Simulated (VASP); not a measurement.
# NbH2 (R-3m) in VASP: further runs, part 2 of 2

VASP 6.6.1. Earlier steps stand in the parts before.

### Step 4. Single point, PBEsol

INCAR reads:

```
SYSTEM = NbH2
PREC = Accurate
ENCUT = 520
EDIFF = 1E-6
ISMEAR = 0
SIGMA = 0.15
LREAL = .FALSE.
LASPH = .TRUE.
NELM = 100
ALGO = Normal
ISIF = 2
LWAVE = .FALSE.
LCHARG = .TRUE.
GGA = PS
LELF = .TRUE.
LVHAR = .TRUE.
NBANDS = 14
```

KPOINTS reads:

```
regular mesh
0
G
  16 16 16
  0 0 0
```

POSCAR reads:

```
NbH2
1.0
   -0.1776171906      2.1533170689      2.1533170689
    2.1533170689     -0.1776171906      2.1533170689
    2.1533170689      2.1533170689     -0.1776171906
Nb H
1 2
Direct
    0.0000000000      0.0000000000      0.0000000000
    0.2500000000      0.2500000000      0.2500000000
    0.7500000000      0.7500000000      0.7500000000
```

Potentials or basis: VASP PAW PBE potentials, release 64 (Nb_sv, H).

Run with:

```
cat potpaw_PBE.64/Nb_sv/POTCAR potpaw_PBE.64/H/POTCAR > POTCAR
mpirun -np 1 vasp_std > vasp.out
```

OUTCAR:

```text
SYSTEM = NbH2
   PREC = Accurate
   ENCUT = 520
   EDIFF = 1E-6
   ISMEAR = 0
   LREAL = .FALSE.
   LASPH = .TRUE.
   NELM = 100
   ISIF = 2
   GGA = PS

 ion  position               nearest neighbor table
   1  0.000  0.000  0.000-   2 1.79   3 1.79
   2  0.250  0.250  0.250-   1 1.79
   3  0.750  0.750  0.750-   1 1.79

  LATTYP: Found a trigonal (rhomboedric) cell.
 ALAT       =     3.0504256531
 COS(alpha) =     0.4160990780

  Lattice vectors:

 A1 = (  -0.1776171906,   2.1533170689,   2.1533170689)
 A2 = (   2.1533170689,  -0.1776171906,   2.1533170689)
 A3 = (   2.1533170689,   2.1533170689,  -0.1776171906)

Analysis of symmetry for initial positions (statically):
=====================================================================
 Subroutine PRICEL returns:
 Original cell was already a primitive cell.

 Routine SETGRP: Setting up the symmetry group for a
 trigonal (rhombohedral) supercell.

 Subroutine GETGRP returns: Found 12 space group operations
 (whereof 12 operations were pure point group operations)
 out of a pool of 12 trial point group operations.

The static configuration has the point symmetry D_3d.

Analysis of symmetry for dynamics (positions and initial velocities):
=====================================================================
 Subroutine PRICEL returns:
 Original cell was already a primitive cell.

 Routine SETGRP: Setting up the symmetry group for a
 trigonal (rhombohedral) supercell.

 Subroutine GETGRP returns: Found 12 space group operations
 (whereof 12 operations were pure point group operations)
 out of a pool of 12 trial point group operations.

The dynamic configuration has the point symmetry D_3d.

 Subroutine INISYM returns: Found 12 space group operations
 (whereof 12 operations are pure point group operations),
 and found     1 'primitive' translations

----------------------------------------------------------------------------------------

                                     Primitive cell

  volume of cell :      22.4340

  direct lattice vectors                    reciprocal lattice vectors
    -0.177617191  2.153317069  2.153317069    -0.205278886  0.223733642  0.223733642
     2.153317069 -0.177617191  2.153317069     0.223733642 -0.205278886  0.223733642
     2.153317069  2.153317069 -0.177617191     0.223733642  0.223733642 -0.205278886

  length of vectors
     3.050425653  3.050425653  3.050425653     0.377164296  0.377164296  0.377164296

  position of ions in fractional coordinates (direct lattice)
     0.000000000  0.000000000  0.000000000
     0.250000000  0.250000000  0.250000000
     0.750000000  0.750000000  0.750000000

  ion indices of the primitive-cell ions
   primitive index   ion index
                 1           1
                 2           2
                 3           3

----------------------------------------------------------------------------------------

 KPOINTS: regular mesh

Automatic generation of k-mesh.
 Grid dimensions read from file:
 generate k-points for:   16   16   16

 Generating k-lattice:

  Cartesian coordinates                     Fractional coordinates (reciprocal lattice)
    -0.012829930  0.013983353  0.013983353     0.062500000 -0.000000000 -0.000000000
     0.013983353 -0.012829930  0.013983353    -0.000000000  0.062500000 -0.000000000
     0.013983353  0.013983353 -0.012829930    -0.000000000 -0.000000000  0.062500000

  Length of vectors
     0.023572769  0.023572769  0.023572769

  Shift w.r.t. Gamma in fractional coordinates (k-lattice)
     0.000000000  0.000000000  0.000000000

 Subroutine IBZKPT returns following result:
 ===========================================

 Found    417 irreducible k-points:

 Following reciprocal coordinates:
            Coordinates               Weight
  0.000000  0.000000  0.000000      1.000000
  0.062500 -0.000000 -0.000000      6.000000
  0.125000 -0.000000 -0.000000      6.000000
  0.187500  0.000000  0.000000      6.000000
  0.250000 -0.000000 -0.000000      6.000000
  0.312500  0.000000  0.000000      6.000000
[... 16 lines left out ...]
 -0.125000  0.062500  0.000000     12.000000
 -0.062500  0.062500  0.000000      6.000000
 [... further k-points ...]
   k-points           NKPTS =    417   k-points in BZ     NKDIM =    417   number of bands    NBANDS=     14
   number of dos      NEDOS =    301   number of ions     NIONS =      3
   total plane-waves  NPLWV =  13824
   dimension x,y,z NGX =    24 NGY =   24 NGZ =   24
   dimension x,y,z NGXF=    48 NGYF=   48 NGZF=   48
   ions per type =               1   2
   NGX,Y,Z   is equivalent  to a cutoff of  13.08, 13.08, 13.08 a.u.
   NGXF,Y,Z  is equivalent  to a cutoff of  26.16, 26.16, 26.16 a.u.
 SYSTEM =  NbH2
   PREC   = accura    normal or accurate (medium, high low for compatibility)
   ISTART =      0    job   : 0-new  1-cont  2-samecut
   ICHARG =      2    charge: 1-file 2-atom 10-const
   ISPIN  =      1    spin polarized calculation?
   LNONCOLLINEAR =      F non collinear calculations
   LSORBIT =      F    spin-orbit coupling
   LASPH  =      T    aspherical Exc in radial PAW
   ENCUT  =  520.0 eV  38.22 Ry    6.18 a.u.   5.67  5.67  5.67*2*pi/ulx,y,z
   NELM   =    100;   NELMIN=  2; NELMDL= -5     # of ELM steps
   EDIFF  = 0.1E-05   stopping-criterion for ELM
   LREAL  =      F    real-space projection
   EDIFFG = 0.1E-04   stopping-criterion for IOM
   NSW    =      0    number of steps for IOM
   IBRION =     -1    ionic relax: 0-MD 1-quasi-New 2-CG
   NFREE  =      0    steps in history (QN), initial steepest desc. (CG)
   ISIF   =      2    stress and relaxation
   ISYM   =      2    0-nonsym 1-usesym 2-fastsym
   POTIM  = 0.5000    time-step for ionic-motion
   TEBEG  =    0.0;   TEEND  =   0.0 temperature during run
   PSTRESS=    0.0 pullay stress
   NELECT =      15.0000    total number of electrons
   NUPDOWN=      -1.0000    fix difference up-down
   EMIN   =  10.00;   EMAX   =-10.00  energy-range for DOS
   EFERMI =   0.00;   METHOD = LEGACY
   ISMEAR =     0;   SIGMA  =   0.15  broadening in eV -4-tet -1-fermi 0-gaus
   EFERMI_NEDOS =   21; number of points for ismear=-14 and -15
   IALGO  =     38    algorithm
   IMIX   =      4    mixing-type and parameters
     AMIX     =   0.40;   BMIX     =  1.00
     AMIX_MAG =   1.60;   BMIX_MAG =  1.00
  volume/ion in A,a.u.               =       7.48        50.46
  Fermi-wavevector in a.u.,A,eV,Ry     =   1.431538  2.705215 27.882450  2.049302
  Thomas-Fermi vector in A             =   2.551264
   LORBIT       =      0    0 simple, 1 ext, 2 COOP (PROOUT), +10 PAW based schemes
   GGA     = PS    functional components
   LHFCALC =     F    Hartree Fock is set to
   AEXX    =    0.0000 exact exchange contribution
   IVDW    =     0    specifies the selected vdW correction
   LEPSILON=     F    determine dielectric tensor
   LRPA    =     F    only Hartree local field effects (RPA)
 non-spin polarized calculation
 Gauss-broadening in eV      SIGMA  =   0.15
  energy-cutoff  :      520.00
  volume of cell :       22.43
 maximum number of plane-waves:       614
   NGX = 11   NGY = 11   NGZ = 11

 number of electron      15.0000002 magnetization

 Free energy of the ion-electron system (eV)
  ---------------------------------------------------
  ext. energy  EPLUGINS =         0.00000000
  ---------------------------------------------------
  free energy    TOTEN  =       -18.25739358 eV

  energy without entropy =      -18.24546261  energy(sigma->0) =      -18.25142809

 E-fermi :  10.5508     XC(G=0): -12.4317

 val. band max:       10.5496768221   @ k =  -0.0625   0.2500   0.0625
 cond. band min:      10.5515094121   @ k =   0.3125   0.1875   0.1875
 fundamental gap:      0.0018325900
 Fermi energy:        10.5508383611

 k-point     1 :       0.0000    0.0000    0.0000
  band No.  band energies     occupation
      1     -44.6989      2.00000
      2     -20.4832      2.00000
      3     -20.4832      2.00000
      4     -20.3373      2.00000
      5      -0.4055      2.00000
      6       8.5331      2.00000
      7       8.5331      2.00000
      8       9.4346      2.00000
      9      10.0439      2.00000
     10      12.0822      0.00000
     11      12.0822      0.00000
     12      23.5182      0.00000
     13      23.5184      0.00000
     14      23.5184      0.00000
[... 377 lines left out ...]
      1     -44.6897      2.00000
      2     -20.5460      2.00000
      3     -20.4962      2.00000
      4     -20.3574      2.00000
      5      -0.1366      2.00000
      6       7.1550      2.00000
      7       8.6448      2.00000
      8      10.1291      1.99993
      9      10.9631      0.00010
     10      12.1050      0.00000
     11      12.1161      0.00000
     12      21.5474      0.00000
     13      23.8893      0.00000
     14      25.6984      0.00000

 [... further k-points ...]
[... 5 lines left out ...]
  --------------------------------------------------------------------------------------
  -------------------------------------------------------------------------------------
  Total        1.2591387      1.2591387      1.2591387      2.0132898      2.0132898      2.0132898
  in kB       89.9243793     89.9243793     89.9243793    143.7838644    143.7838644    143.7838644
  external PRESSURE =      89.9243793 kB  Pullay stress =       0.0000000 kB

 VOLUME and BASIS-vectors are now :
 -----------------------------------------------------------------------------
  energy-cutoff  :      520.00
  volume of cell :       22.43
      direct lattice vectors                 reciprocal lattice vectors
    -0.177617191  2.153317069  2.153317069    -0.205278886  0.223733642  0.223733642
     2.153317069 -0.177617191  2.153317069     0.223733642 -0.205278886  0.223733642
     2.153317069  2.153317069 -0.177617191     0.223733642  0.223733642 -0.205278886

 POSITION                                       TOTAL-FORCE (eV/Angst)
 -----------------------------------------------------------------------------------
      0.00000      0.00000      0.00000         0.000000     -0.000000      0.000000
      1.03225      1.03225      1.03225         0.636786      0.636786      0.636786
      3.09676      3.09676      3.09676        -0.636786     -0.636786     -0.636786
 -----------------------------------------------------------------------------------
    total drift:                               -0.000000      0.000000     -0.000000

  FREE ENERGIE OF THE ION-ELECTRON SYSTEM (eV)
  ---------------------------------------------------
  free  energy   TOTEN  =       -18.2573935772 eV

  energy  without entropy=      -18.2454626105  energy(sigma->0) =      -18.25142809
```

OSZICAR:

```text
N       E                     dE             d eps       ncg     rms          rms(c)
DAV:   1     0.121502368738E+03    0.12150E+03   -0.79116E+03 11692   0.106E+03
DAV:   2    -0.145496845622E+02   -0.13605E+03   -0.12857E+03 13410   0.377E+02
DAV:   3    -0.193876658431E+02   -0.48380E+01   -0.46161E+01 17220   0.627E+01
DAV:   4    -0.196433614418E+02   -0.25570E+00   -0.25502E+00 15356   0.131E+01
DAV:   5    -0.196500931164E+02   -0.67317E-02   -0.67302E-02 16820   0.188E+00    0.103E+01
DAV:   6    -0.184162146101E+02    0.12339E+01   -0.13227E+00 18258   0.138E+01    0.336E+00
DAV:   7    -0.182593048392E+02    0.15691E+00   -0.36067E-01 19720   0.601E+00    0.845E-01
DAV:   8    -0.182571647127E+02    0.21401E-02   -0.28885E-02 15508   0.207E+00    0.314E-01
DAV:   9    -0.182574911163E+02   -0.32640E-03   -0.32334E-03 19040   0.551E-01    0.790E-02
DAV:  10    -0.182573971895E+02    0.93927E-04   -0.22710E-04 12870   0.152E-01    0.114E-02
DAV:  11    -0.182573942903E+02    0.28991E-05   -0.15196E-05 16604   0.432E-02    0.478E-03
DAV:  12    -0.182573935772E+02    0.71312E-06   -0.58510E-07  7710   0.105E-02
   1 F= -.18257394E+02 E0= -.18251428E+02  d E =-.119310E-01
```

stdout:

```text
POSCAR found type information on POSCAR NbH
 POSCAR found :  2 types and       3 ions
 scaLAPACK will be used
 -----------------------------------------------------------------------------
|                                                                             |
|                                                                             |
|     You enforced a specific xc type in the INCAR file but a different       |
|     I HOPE YOU KNOW WHAT YOU ARE DOING!                                     |
|                                                                             |
 -----------------------------------------------------------------------------

 LDA part: xc-table for (Slater+PW92), standard interpolation
 POSCAR, INCAR and KPOINTS ok, starting setup
 FFT: planning ... GRIDC
 FFT: planning ... GRID_SOFT
 FFT: planning ... GRID
 WAVECAR not read
 entering main loop
```

Run time: 67 s. Hardware: 1 thread of Intel Xeon Platinum 8259CL at 2.50GHz (Skylake/Cascade Lake), shared host; peak memory 0.24 GiB.

Results:

```yaml
Free_energy: -18.2574 eV
Pressure: 9.0 GPa
Largest_force: 1.103 eV/Å
```

Forces in eV/Å, atoms in the order of the input:
```
Nb   0.000  0.000  0.000
H    0.637  0.637  0.637
H   -0.637 -0.637 -0.637
```

Levels at points of the mesh, in eV from the Fermi level:
```csv
k point,band 5,band 6,band 7,band 8,band 9,band 10,band 11,band 12
"(0.00, 0.00, 0.00)",-10.96,-2.02,-2.02,-1.12,-0.51,1.53,1.53,12.97
"(0.50, 0.00, 0.00)",-8.65,-5.11,-1.93,-0.37,2.27,2.84,5.40,6.48
"(0.50, 0.50, 0.00)",-7.92,-4.85,-4.62,2.62,2.83,3.73,6.43,8.58
"(0.50, 0.50, 0.50)",-8.86,-3.95,-1.65,-1.65,3.33,3.33,4.53,7.67
```

Caveat: the PAW data sets were made with another functional, which shifts forces and pressure a little.

### Step 5. The runs side by side

```tsv
cell	gap on the mesh (eV)	pressure (GPa)	largest force (eV/Å)
a = 3.002 Å, angles 68.1°, 3 atoms	none	13.9	1.99
a = 3.307 Å, angles 54.7°, 3 atoms	none	8.8	0.62
a = 3.050 Å, angles 65.4°, 3 atoms	none	9.0	1.10
```

Alike in all rows: task single point; level PBEsol; potentials or basis VASP PAW PBE potentials, release 64 (Nb_sv, H); no spin polarisation; k mesh 16 × 16 × 16; cutoff (eV) 520; smearing gaussian 0.15 eV.

Caveats: the PAW data sets were made with another functional, which shifts forces and pressure a little.

Total energies depend on the potentials used, so only differences within one code and one set of settings carry meaning.
